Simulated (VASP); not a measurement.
# Ag (Im-3m) in VASP: further runs, part 2 of 2

VASP 6.6.1. Earlier steps stand in the parts before.

### 3 Single point, LDA

This run uses another cell than the first one, of 16.13 Å³/atom, 0.888 times its volume.

Contents of INCAR:

```
SYSTEM = Ag
PREC = Accurate ; ENCUT = 520
EDIFF = 1E-6 ; ISMEAR = -1
SIGMA = 0.05 ; LREAL = .FALSE.
LASPH = .TRUE. ; NELM = 100
ALGO = Normal ; ISIF = 2
LWAVE = .FALSE. ; LCHARG = .FALSE.
NBANDS = 12
```

Contents of KPOINTS:

```
regular mesh
0
G
  11 11 11
  0 0 0
```

Contents of POSCAR:

```
Ag
1.0
   -1.5916509681      1.5916509681      1.5916509681
    1.5916509681     -1.5916509681      1.5916509681
    1.5916509681      1.5916509681     -1.5916509681
Ag
1
Direct
    0.0000000000      0.0000000000      0.0000000000
```

Potentials or basis: VASP PAW LDA potentials, release 64 (Ag).

Command:

```sh
$ cat potpaw_LDA.64/Ag/POTCAR > POTCAR
$ mpirun -np 1 vasp_std > vasp.out
```

OUTCAR:

```text
SYSTEM = Ag
   PREC = Accurate
   ENCUT = 520
   EDIFF = 1E-6
   ISMEAR = -1
   LREAL = .FALSE.
   LASPH = .TRUE.
   NELM = 100
   ISIF = 2

 ion  position               nearest neighbor table
   1  0.000  0.000  0.000-

  LATTYP: Found a body centered cubic cell.
 ALAT       =     3.1833019362

  Lattice vectors:

 A1 = (  -1.5916509681,   1.5916509681,   1.5916509681)
 A2 = (   1.5916509681,  -1.5916509681,   1.5916509681)
 A3 = (   1.5916509681,   1.5916509681,  -1.5916509681)

Analysis of symmetry for initial positions (statically):
=====================================================================
 Subroutine PRICEL returns:
 Original cell was already a primitive cell.

 Routine SETGRP: Setting up the symmetry group for a
 body centered cubic supercell.

 Subroutine GETGRP returns: Found 48 space group operations
[... 9 lines left out ...]

 Routine SETGRP: Setting up the symmetry group for a
 body centered cubic supercell.

 Subroutine GETGRP returns: Found 48 space group operations
[... 11 lines left out ...]
                                     Primitive cell

  volume of cell :      16.1289

[... 135 lines left out ...]

 val. band max:        8.9294939184   @ k =  -0.2727   0.4545   0.0909
 cond. band min:       8.9937129431   @ k =  -0.4545   0.4545   0.0909
 fundamental gap:      0.0642190247
 Fermi energy:         8.9434720589

 k-point     1 :       0.0000    0.0000    0.0000
  band No.  band energies     occupation
      1       0.7154      2.00000
      2       3.8470      2.00000
      3       3.8470      2.00000
      4       3.8470      2.00000
      5       5.3399      2.00000
      6       5.3399      2.00000
      7      27.1088      0.00000
      8      27.1088      0.00000
      9      27.1088      0.00000
     10      34.0847      0.00000
     11      34.0849      0.00000
     12      34.1876      0.00000
[... 331 lines left out ...]
 k-point    24 :       0.3636    0.1818    0.0909
  band No.  band energies     occupation
      1       2.8281      2.00000
      2       3.1561      2.00000
      3       4.5841      2.00000
      4       5.3949      2.00000
      5       5.5299      2.00000
      6      11.8401      0.00000
      7      13.7103      0.00000
      8      18.1685      0.00000
      9      20.7665      0.00000
     10      32.0566      0.00000
     11      34.5090      0.00000
     12      36.4945      0.00000

 [... further k-points ...]
[... 5 lines left out ...]
  --------------------------------------------------------------------------------------
  -------------------------------------------------------------------------------------
  Total        0.0156815      0.0156815      0.0156815      0.0000000      0.0000000      0.0000000
  in kB        1.5577394      1.5577394      1.5577394      0.0000000      0.0000000      0.0000000
  external PRESSURE =       1.5577394 kB  Pullay stress =       0.0000000 kB

 VOLUME and BASIS-vectors are now :
 -----------------------------------------------------------------------------
  energy-cutoff  :      520.00
  volume of cell :       16.13
      direct lattice vectors                 reciprocal lattice vectors
    -1.591650968  1.591650968  1.591650968     0.000000000  0.314139224  0.314139224
     1.591650968 -1.591650968  1.591650968     0.314139224  0.000000000  0.314139224
     1.591650968  1.591650968 -1.591650968     0.314139224  0.314139224  0.000000000

 POSITION                                       TOTAL-FORCE (eV/Angst)
 -----------------------------------------------------------------------------------
      0.00000      0.00000      0.00000         0.000000      0.000000      0.000000
 -----------------------------------------------------------------------------------
    total drift:                               -0.000000      0.000000      0.000000

  FREE ENERGIE OF THE ION-ELECTRON SYSTEM (eV)
  ---------------------------------------------------
  free  energy   TOTEN  =        -3.7514005097 eV

  energy  without entropy=       -3.7467481326  energy(sigma->0) =       -3.74907432
```

OSZICAR:

```text
N       E                     dE             d eps       ncg     rms          rms(c)
DAV:   1     0.500097419238E+02    0.50010E+02   -0.55660E+03  1368   0.839E+02
DAV:   2    -0.330367843531E+01   -0.53313E+02   -0.50424E+02  1576   0.194E+02
DAV:   3    -0.407509622203E+01   -0.77142E+00   -0.77111E+00  1580   0.246E+01
DAV:   4    -0.407746390105E+01   -0.23677E-02   -0.23676E-02  1516   0.142E+00
DAV:   5    -0.407748199907E+01   -0.18098E-04   -0.18097E-04  1560   0.110E-01    0.632E+00
DAV:   6    -0.376927009015E+01    0.30821E+00   -0.12076E+00  1484   0.975E+00    0.391E+00
DAV:   7    -0.375647627694E+01    0.12794E-01   -0.98646E-03  1516   0.919E-01    0.215E+00
DAV:   8    -0.375138868258E+01    0.50876E-02   -0.95604E-04  1536   0.253E-01    0.846E-02
DAV:   9    -0.375140094232E+01   -0.12260E-04   -0.62717E-06  1520   0.189E-02    0.147E-02
DAV:  10    -0.375140050967E+01    0.43265E-06   -0.19138E-06  1500   0.107E-02
   1 F= -.37514005E+01 E0= -.37490743E+01  d E =-.465238E-02
```

stdout:

```text
POSCAR found type information on POSCAR Ag
 POSCAR found :  1 types and       1 ions
 scaLAPACK will be used
 LDA part: xc-table for (Slater(with rela. corr.)+CA(PZ))
 , standard interpolation
 POSCAR, INCAR and KPOINTS ok, starting setup
 FFT: planning ... GRIDC
 FFT: planning ... GRID_SOFT
 FFT: planning ... GRID
 WAVECAR not read
 entering main loop
```

Run time: 4.6 s. Hardware: 1 thread of Intel Xeon Platinum 8488C (Sapphire Rapids), shared host; peak memory 0.13 GiB.

What came out:

```
Free energy : -3.7514 eV
Pressure    : 0.2 GPa
```

Levels at points of the mesh, in eV from the Fermi level:
```csv
k point,band 2,band 3,band 4,band 5,band 6,band 7,band 8,band 9,band 10,band 11
"(0.00, 0.00, 0.00)",-5.10,-5.10,-5.10,-3.60,-3.60,18.17,18.17,18.17,25.14,25.14
```

### 4 Single point, RPBE

Contents of INCAR:

```
PREC     = Accurate       # precision mode
ENCUT    = 520            # plane-wave cutoff, eV
EDIFF    = 1E-7           # SCF threshold, eV
ISMEAR   = -1             # smearing method
SIGMA    = 0.05           # smearing width, eV
LREAL    = F              # projectors in reciprocal space
LASPH    = T              # aspherical terms in the spheres
NELM     = 80             # most SCF steps
ALGO     = Normal         # electronic algorithm
ISIF     = 2              # what is computed and relaxed
LWAVE    = F              # write WAVECAR
LCHARG   = F              # write CHGCAR
GGA      = RP             # functional
NBANDS   = 12             # bands
```

Contents of KPOINTS:

```
Automatic mesh
0
Gamma
  11 11 11
```

Contents of POSCAR:

```
Ag
1.0
   -1.6556540000      1.6556540000      1.6556540000
    1.6556540000     -1.6556540000      1.6556540000
    1.6556540000      1.6556540000     -1.6556540000
Ag
1
Direct
    0.0000000000      0.0000000000      0.0000000000
```

Potentials or basis: VASP PAW PBE potentials, release 64 (Ag).

Command:

```sh
$ cat potpaw_PBE.64/Ag/POTCAR > POTCAR
$ mpirun -np 1 vasp_std > vasp.out
```

It took 6.1 s on 1 thread of Intel Xeon Platinum 8488C (Sapphire Rapids), shared host; peak memory 0.14 GiB.

It converged, with:

```yaml
Free_energy: -2.1758 eV
Pressure: 2.9 GPa
```

Levels at points of the mesh, in eV from the Fermi level:
```
           k point  band 4  band 5  band 6  band 7  band 8  band 9
(0.00, 0.00, 0.00)   -4.72   -3.52   -3.52   17.74   17.74   17.74
```

Caveat: the PAW data sets were made with another functional, which shifts forces and pressure a little.

### 5 Summary

| task | level | potentials or basis | cell | cutoff (eV) | gap on the mesh (eV) | pressure (GPa) |
| --- | --- | --- | --- | --- | --- | --- |
| relaxation of cell and atoms | PBEsol | VASP PAW PBE potentials, release 64 (Ag) | relaxed to 30 GPa from a = 2.868 Å, angles 109.5°, 1 atom | 600 | none | 30.0 |
| single point | LDA | VASP PAW LDA potentials, release 64 (Ag) | a = 2.757 Å, angles 109.5°, 1 atom | 520 | none | 0.2 |
| single point | RPBE | VASP PAW PBE potentials, release 64 (Ag) | a = 2.868 Å, angles 109.5°, 1 atom | 520 | none | 2.9 |

Alike in all rows: no spin polarisation; k mesh 11 × 11 × 11; smearing fermi-dirac 0.05 eV.

Caveats: the PAW data sets were made with another functional, which shifts forces and pressure a little (some runs); the cell is relaxed towards a set pressure, so the enthalpy falls and the energy may rise (some runs); the volume moved by over 15 % at a fixed basis, so the end points are rough (some runs).

Absolute energies hang on the potentials; compare differences alone.
